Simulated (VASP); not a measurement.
Wanted: the native input for a VASP 6.6.1 run.

```
Task                   : single point
Functional             : r2SCAN
Potentials or basis    : VASP PAW PBE potentials, release 64 (Sn_d, O)
Cutoff                 : 520 eV
k mesh                 : 6 × 6 × 8
Occupations            : gaussian, width 0.05 eV
Spin                   : no spin polarisation
Dipole correction      : no
Further INCAR settings : ALGO = Normal; EDIFF = 1e-06; NBANDS = 35
```

Crystal: SnO2.

```
Sn O
1.0
     4.75982    0.00000    0.00000
     0.00000    4.76006    0.00000
     0.00000    0.00000    3.20071
Sn O
2 4
Direct
  0.50000 0.50000 0.50000
  0.00000 0.00000 0.00000
  0.29843 0.31339 0.00000
  0.79843 0.18661 0.50000
  0.20157 0.81339 0.50000
  0.70157 0.68661 0.00000
```

This cell differs from its parent crystal: mode 4 (119.0 1/cm) frozen in, largest displacement -0.050 Å.

One way to write it, as run:

POSCAR

```
SnO2
1.0
    4.7598181121      0.0000000000      0.0000000000
    0.0000000000      4.7600576133      0.0000000000
    0.0000000000      0.0000000000      3.2007107582
Sn O
2 4
Direct
    0.5000000000      0.5000000000      0.5000000000
    0.0000000000      0.0000000000      0.0000000000
    0.2984341371      0.3133853847      0.0000000000
    0.7984341371      0.1866146153      0.5000000000
    0.2015658629      0.8133853847      0.5000000000
    0.7015658629      0.6866146153      0.0000000000
```

INCAR.step1

```
SYSTEM = SnO2
ALGO = Normal
EDIFF = 1E-4
ENCUT = 520
GGA = PE
ISMEAR = 0
LASPH = .TRUE.
LCHARG = .FALSE.
LREAL = .FALSE.
LWAVE = .TRUE.
NBANDS = 35
NELM = 60
PREC = Accurate
SIGMA = 0.05
```

INCAR.step2

```
SYSTEM = SnO2
ALGO = Normal
EDIFF = 1E-6
ENCUT = 520
ISIF = 2
ISMEAR = 0
ISTART = 1
LASPH = .TRUE.
LCHARG = .TRUE.
LELF = .TRUE.
LMIXTAU = .TRUE.
LREAL = .FALSE.
LVHAR = .TRUE.
LWAVE = .FALSE.
METAGGA = R2SCAN
NBANDS = 35
NELM = 60
PREC = Accurate
SIGMA = 0.05
```

KPOINTS

```
k-points
0
G
  6 6 8
  0 0 0
```

Potentials or basis: VASP PAW PBE potentials, release 64 (Sn_d, O).

Launch:

```sh
$ cat potpaw_PBE.64/Sn_d/POTCAR potpaw_PBE.64/O/POTCAR > POTCAR
$ cp INCAR.step1 INCAR
$ mpirun -np 1 vasp_std > vasp.out
$ cp INCAR.step2 INCAR
$ mpirun -np 1 vasp_std > vasp.out
```

It gave:

* Pressure: 1.0 GPa
* Largest force: 0.045 eV/Å
* Band gap on the k mesh: 1.81 eV, direct

Caveat: the cell differs from its parent crystal (mode 4 (119.0 1/cm) frozen in, largest displacement -0.050 Å); the PAW data sets were made with another functional, which shifts forces and pressure a little; spin-orbit coupling is left out, which moves the levels of the heavy elements.

It took 7.2 min on 1 thread of Intel(R) Xeon(R) 6975P-C (Granite Rapids), with other jobs on the host, peak memory 0.29 GiB.
